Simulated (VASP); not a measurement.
Input of a VASP 6.6.1 run:

The input INCAR:

```
SYSTEM = Ge
  PREC = Accurate
  ENCUT = 600
  EDIFF = 1E-6
  ISMEAR = 0
  SIGMA = 0.1
  LREAL = .FALSE.
  LASPH = .TRUE.
  NELM = 100
  ALGO = Normal
  ISIF = 3
  LWAVE = .FALSE.
  LCHARG = .FALSE.
  GGA = PE
  IBRION = 2
  NSW = 90
  EDIFFG = -0.04
```

Contents of KPOINTS:

```
regular mesh
0
G
  4 4 4
  0 0 0
```

The input POSCAR:

```
Ge
1.0
   -3.9191835900      3.9191835900      3.9191835900
    3.9191835900     -3.9191835900      3.9191835900
    3.9191835900      3.9191835900     -3.9191835900
Ge
6
Direct
    0.6250000000      0.2500000000      0.8750000000
    0.8750000000      0.6250000000      0.2500000000
    0.7500000000      0.6250000000      0.8750000000
    0.2500000000      0.8750000000      0.6250000000
    0.8750000000      0.7500000000      0.6250000000
    0.6250000000      0.8750000000      0.7500000000
```

Potentials or basis: VASP PAW PBE potentials, release 64 (Ge_d).

Launch:

```console
$ cat potpaw_PBE.64/Ge_d/POTCAR > POTCAR
$ mpirun -np 1 vasp_std > vasp.out
```

(1) Predict the relaxed volume.

(2) Estimate the band gap on the k mesh.

(3) Estimate the space group after relaxing (to 0.05 Å).

Answers

(1) 47.40 Å³/atom.

(2) zero (band 42 reaches -0.01 eV, above the bottom of band 43 at -0.52 eV).

(3) I4_132 (No. 214).

Caveat: the volume moved by over 15 % at a fixed basis, so the end points are rough.
